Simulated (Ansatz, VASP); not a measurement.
Two plane-wave programs on IrS

The input INCAR:

```
SYSTEM = IrS
  PREC = Accurate
  ENCUT = 500
  EDIFF = 1E-7
  ISMEAR = 0
  SIGMA = 0.1
  LREAL = .FALSE.
  LASPH = .TRUE.
  NELM = 120
  ALGO = Normal
  ISIF = 3
  LWAVE = .FALSE.
  LCHARG = .FALSE.
  GGA = PE
  IBRION = 2
  NSW = 100
  EDIFFG = -0.01
  GGA_COMPAT = .FALSE.
  NELMIN = 4
```

File KPOINTS:

```
regular mesh
0
G
  18 18 18
  0 0 0
```

Contents of POSCAR:

```
IrS
1.0
    0.0000000000      2.6375411264      2.6375411264
    2.6375411264      0.0000000000      2.6375411264
    2.6375411264      2.6375411264      0.0000000000
Ir S
1 1
Direct
    0.0000000000      0.0000000000      0.0000000000
    0.2500000000      0.2500000000      0.2500000000
```

Input for Ansatz:

```yaml
crystal:
  lattice:
    - [0.0, 2.6375411264, 2.6375411264]
    - [2.6375411264, 0.0, 2.6375411264]
    - [2.6375411264, 2.6375411264, 0.0]
  atoms:
    - { symbol: Ir, position: [0.0, 0.0, 0.0] }
    - { symbol: S, position: [0.25, 0.25, 0.25] }
basis:
  ecutwfc: 420
kpoints:
  mp_grid: { grid: [18, 18, 18] }
hamiltonian:
  xc: pbe
scf:
  occupations: { method: gaussian, width: 0.1 }
output:
  forces: true
  stress: true
  eigenvalues: true
relax:
  adjacent_minimum: "off"
  f_tol: 0.01
  max_steps: 80
  cell: { stress_tol: 0.05 }
```

Alike in both runs: task relaxation of cell and atoms; functional PBE; k mesh 18 × 18 × 18; occupations gaussian, width 0.1 eV; no spin polarisation.

|  | VASP | Ansatz |
| --- | --- | --- |
| version | VASP 6.6.1 | Ansatz 0.2.0 |
| potentials or method | VASP PAW PBE potentials, release 64 (Ir, S), cutoff 500 eV | scalar-relativistic, plane waves, PAW |
| valence electrons in the cell | 15 | 23 |

```tsv
	VASP	Ansatz	Ansatz less VASP
gap on the k mesh at the Fermi level, each at its own relaxed structure (eV)	none	none	-
relaxed volume (Å³/atom)	18.37	18.31	-0.056
relaxed cell length with the largest relative difference (Å)	3.731	3.728	-0.0038
```

A gap of «none» marks a metal or a gap that the smearing closes. VASP's potentials hold 15 valence electrons a cell and Ansatz's 23, so a difference there can come from the potentials and not from the codes.

Spin-orbit coupling is off throughout.
